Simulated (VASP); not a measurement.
TePb:

```
Pb Te
1.0
     0.00000    3.23100    3.23100
     3.23100    0.00000    3.23100
     3.23100    3.23100    0.00000
Pb Te
1 1
Direct
  0.00000 0.00000 0.00000
  0.50000 0.50000 0.50000
```

| Item | Value |
| --- | --- |
| Program | VASP 6.6.1 |
| Task | relaxation of cell and atoms |
| Functional | RPBE |
| Potentials or basis | VASP PAW PBE potentials, release 64 (Pb_d, Te) |
| Cutoff | 600 eV |
| k mesh | 7 × 7 × 7 |
| Occupations | fermi-dirac, width 0.05 eV |
| Spin | no spin polarisation |

At the start: pressure 3.6 GPa; volume 33.73 Å³/atom.

Question: Where does the relaxation end?

Answer: Over 3 steps the energy falls by 32.0 meV/atom and the volume is 36.79 Å³/atom (+9.1 %); space group Fm-3m (No. 225, to 0.05 Å).

The path:
| step | energy change (eV) | largest force (eV/Å) | pressure (GPa) | volume (Å³) |
| --- | --- | --- | --- | --- |
| 1 | 0.0000 | 0.0000 | 3.59 | 67.46 |
| 2 | -0.0607 | 0.0000 | -0.67 | 75.12 |
| 3 | -0.0639 | 0.0000 | 0.01 | 73.58 |

Final structure:
```
Pb Te
1.0
     0.00000    3.32596    3.32596
     3.32596    0.00000    3.32596
     3.32596    3.32596    0.00000
Pb Te
1 1
Direct
  0.00000 0.00000 0.00000
  0.50000 0.50000 0.50000
```

Caveat: the PAW data sets were made with another functional, which shifts forces and pressure a little.
